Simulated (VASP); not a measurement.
Set up this calculation in VASP 6.6.1, as the native input.

| Quantity | Value |
| --- | --- |
| Task | single point |
| Functional | r2SCAN |
| Potentials or basis | VASP PAW PBE potentials, release 64 (Ba_sv) |
| Cutoff | 520 eV |
| k mesh | 12 × 12 × 12 |
| Occupations | fermi-dirac, width 0.1 eV |
| Spin | no spin polarisation |
| Dipole correction | no |
| Further INCAR settings | ALGO = Normal; EDIFF = 1e-06; NBANDS = 17 |

The system is Ba.

```
Ba
1.0
     0.00000    3.79206    3.79206
     3.79206    0.00000    3.79206
     3.79206    3.79206    0.00000
Ba
2
Direct
  0.12500 0.12500 0.12500
  0.87500 0.87500 0.87500
```

This isn't the form of Ba at room conditions, which is bcc.

These files were run (other wordings do the same):

POSCAR

```
Ba
1.0
    0.0000000000      3.7920592710      3.7920592710
    3.7920592710      0.0000000000      3.7920592710
    3.7920592710      3.7920592710      0.0000000000
Ba
2
Direct
    0.1250000000      0.1250000000      0.1250000000
    0.8750000000      0.8750000000      0.8750000000
```

INCAR.step1

```
PREC = Accurate
ENCUT = 520
ISMEAR = -1
SIGMA = 0.1
LREAL = False
LASPH = True
NELM = 60
NBANDS = 17
GGA = PE
ALGO = Normal
EDIFF = 1E-4
LWAVE = True
LCHARG = False
```

INCAR.step2

```
PREC = Accurate
ENCUT = 520
EDIFF = 1E-6
ISMEAR = -1
SIGMA = 0.1
LREAL = False
LASPH = True
NELM = 60
ALGO = Normal
ISIF = 2
LWAVE = False
LCHARG = False
METAGGA = R2SCAN
LMIXTAU = True
NBANDS = 17
ISTART = 1
```

KPOINTS

```
regular mesh
0
Gamma
  12 12 12
```

Potentials or basis: VASP PAW PBE potentials, release 64 (Ba_sv).

Run with:

```bash
$ cat potpaw_PBE.64/Ba_sv/POTCAR > POTCAR
$ cp INCAR.step1 INCAR
$ mpirun -np 1 vasp_std > vasp.out
$ cp INCAR.step2 INCAR
$ mpirun -np 1 vasp_std > vasp.out
```

Results of the run:

```json
{
 "Pressure": "0.5 GPa",
 "Band gap on the k mesh": "zero (bands 10 and 11 overlap by 0.21 eV)"
}
```

Caveat: the PAW data sets were made with another functional, which shifts forces and pressure a little; spin-orbit coupling is left out, which moves the levels of the heavy elements.

Wall time 6.6 min on 1 thread of Intel(R) Xeon(R) Platinum 8259CL CPU @ 2.50GHz (Skylake/Cascade Lake) (shared host), peak memory 0.32 GiB.
